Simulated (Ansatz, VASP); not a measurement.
**One calculation of AlCu3, two programs**

```
Al Cu
1.0
    -0.22303    2.70387    2.70387
     2.70387   -0.22303    2.70387
     2.70387    2.70387   -0.22303
Al Cu
1 3
Direct
  0.00000 0.00000 0.00000
  0.50000 0.50000 0.50000
  0.25000 0.25000 0.25000
  0.75000 0.75000 0.75000
```

Alike in both runs: task single point; functional LDA; k mesh 14 × 14 × 14; occupations gaussian, width 0.15 eV; no spin polarisation.

```csv
,VASP,Ansatz
version,VASP 6.6.1,Ansatz 0.2.0
potentials or method,"VASP PAW LDA potentials, release 64 (Al, Cu), cutoff 520 eV","scalar-relativistic, plane waves, PAW"
valence electrons in the cell,36,60
```

VASP gave:

- gap on the k mesh at the Fermi level (eV): none
- pressure (GPa): 12.3
- traceless stress, the component that is largest in VASP (GPa): 15.03
- rms of the force components (eV/Å): 0.027

Problem. Estimate Ansatz's values.

Solution. gap on the k mesh at the Fermi level (eV): none; pressure (GPa): 11.4; traceless stress, the component that is largest in VASP (GPa): 14.98; rms of the force components (eV/Å): 0.031.

Ansatz warns that its potentials were made for another functional, while VASP's fit it. LDA's correlation is that of Perdew and Zunger in VASP and of Perdew and Wang (1992) in Ansatz. Atom by atom the forces differ by 0.004 eV/Å (rms over components). A gap of «none» marks a metal or a gap that the smearing closes. VASP's potentials hold 36 valence electrons a cell and Ansatz's 60, so a difference there can come from the potentials and not from the codes.
